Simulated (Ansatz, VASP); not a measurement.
**One calculation of SiC, two programs**

POSCAR

```
SiC
1.0
    0.0000000000      2.1780523476      2.1780523476
    2.1780523476      0.0000000000      2.1780523476
    2.1780523476      2.1780523476      0.0000000000
Si C
1 1
Direct
    0.0000000000      0.0000000000      0.0000000000
    0.2500000000      0.2500000000      0.2500000000
```

INCAR.step1

```
  PREC = Accurate
  ENCUT = 520
  EDIFF = 1E-5
  ISMEAR = 0
  SIGMA = 0.01
  LREAL = F
  LASPH = T
  NELM = 80
  ALGO = Normal
  ISIF = 2
  LWAVE = T
  LCHARG = F
  GGA = PE
  NBANDS = 11
```

Contents of INCAR.step2:

```
  PREC = Accurate
  ENCUT = 520
  EDIFF = 1E-7
  ISMEAR = 0
  SIGMA = 0.01
  LREAL = F
  LASPH = T
  NELM = 80
  ALGO = Normal
  ISIF = 2
  LWAVE = F
  LCHARG = F
  GGA = PE
  LHFCALC = T
  HFSCREEN = 0.2079
  PRECFOCK = Normal
  ISTART = 1
  NBANDS = 11
```

The input KPOINTS:

```
regular mesh
0
Gamma
  6 6 6
```

Input for Ansatz:

```yaml
crystal:
  lattice:
    - [0.0, 2.1780523476, 2.1780523476]
    - [2.1780523476, 0.0, 2.1780523476]
    - [2.1780523476, 2.1780523476, 0.0]
  atoms:
    - { symbol: Si, position: [0.0, 0.0, 0.0] }
    - { symbol: C, position: [0.25, 0.25, 0.25] }
kpoints:
  mp_grid: { grid: [6, 6, 6] }
  band_path:
    path:
      - [0.0, 0.0, 0.0]
      - [-0.5, -0.5, 0.0]
      - [-0.375, -0.375, 0.25]
      - [-0.375, 0.0, 0.375]
      - [0.0, 0.0, 0.5]
      - [-0.5, -0.25, 0.25]
      - [0.0, 0.5, 0.5]
    npoints: 1
hamiltonian:
  xc: hse06
scf:
  occupations: { method: fixed }
  n_extra_bands: 4
output:
  forces: true
  stress: true
  eigenvalues: true
  write_density: true
  write_potential: true
  elf: true
  volumetric_format: npy
```

Alike in both runs: task single point; functional HSE06; k mesh 6 × 6 × 6; no spin polarisation.

```csv
,VASP,Ansatz
version,VASP 6.6.1,Ansatz 0.2.0
potentials or method,"VASP PAW PBE potentials, release 64 (Si, C)","plane waves, PAW"
plane-wave cutoff (eV),520,420
occupations,"gaussian, width 0.01 eV",fixed
valence electrons in the cell,8,8
```

|  | VASP | Ansatz | Ansatz less VASP |
| --- | --- | --- | --- |
| gap on the k mesh at the Fermi level (eV) | 2.23 | 2.23 | -0.004 |
| pressure (GPa) | -1.5 | -1.1 | +0.39 |

Ansatz's warnings: stress exchange threshold loose, stress scf threshold loose.
